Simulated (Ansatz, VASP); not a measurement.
CoSi: VASP beside Ansatz

The input INCAR:

```
SYSTEM = CoSi
PREC = Accurate
ENCUT = 600
EDIFF = 1E-7
ISMEAR = -1
SIGMA = 0.1
LREAL = .FALSE.
LASPH = .TRUE.
NELM = 120
ALGO = Normal
ISIF = 3
LWAVE = .FALSE.
LCHARG = .FALSE.
GGA = PE
IBRION = 2
NSW = 60
EDIFFG = -0.005
GGA_COMPAT = .FALSE.
NELMIN = 4
```

File KPOINTS:

```
Automatic mesh
0
G
  14 14 14
  0 0 0
```

Contents of POSCAR:

```
CoSi
1.0
    2.7144176166      0.0000000000      0.0000000000
    0.0000000000      2.7144176166      0.0000000000
    0.0000000000      0.0000000000      2.7144176166
Co Si
1 1
Direct
    0.0000000000      0.0000000000      0.0000000000
    0.5000000000      0.5000000000      0.5000000000
```

Input for Ansatz:

```yaml
crystal:
  lattice:
    - [2.7144176166, 0.0, 0.0]
    - [0.0, 2.7144176166, 0.0]
    - [0.0, 0.0, 2.7144176166]
  atoms:
    - { symbol: Co, position: [0.0, 0.0, 0.0] }
    - { symbol: Si, position: [0.5, 0.5, 0.5] }
kpoints:
  mp_grid: { grid: [14, 14, 14] }
scf:
  occupations: { method: fermi_dirac, width: 0.1 }
hamiltonian:
  xc: pbe
  pseudopotentials: { kind: paw }
output:
  forces: true
  stress: true
  write_density: true
  write_potential: true
  elf: true
  volumetric_format: npy
relax:
  f_tol: 0.005
  max_steps: 40
  cell: {}
```

Alike in both runs: task relaxation of cell and atoms; functional PBE; k mesh 14 × 14 × 14; occupations fermi-dirac, width 0.1 eV; no spin polarisation.

```csv
,VASP,Ansatz
version,VASP 6.6.1,Ansatz 0.2.0
potentials or method,"VASP PAW PBE potentials, release 64 (Co, Si)","PAW with Ansatz's default frozen-core files, scalar-relativistic"
plane-wave cutoff (eV),600,420
valence electrons in the cell,13,21
```

Ansatz gave:

```
relaxed volume (Å³/atom)                                     : 10.75
relaxed cell length with the largest relative difference (Å) : 2.780
```

Task: Which values does VASP return?

Result: Relaxed volume (Å³/atom): 10.74; relaxed cell length with the largest relative difference (Å): 2.780.

VASP's potentials hold 13 valence electrons a cell and Ansatz's 21, so a difference there can come from the potentials and not from the codes.
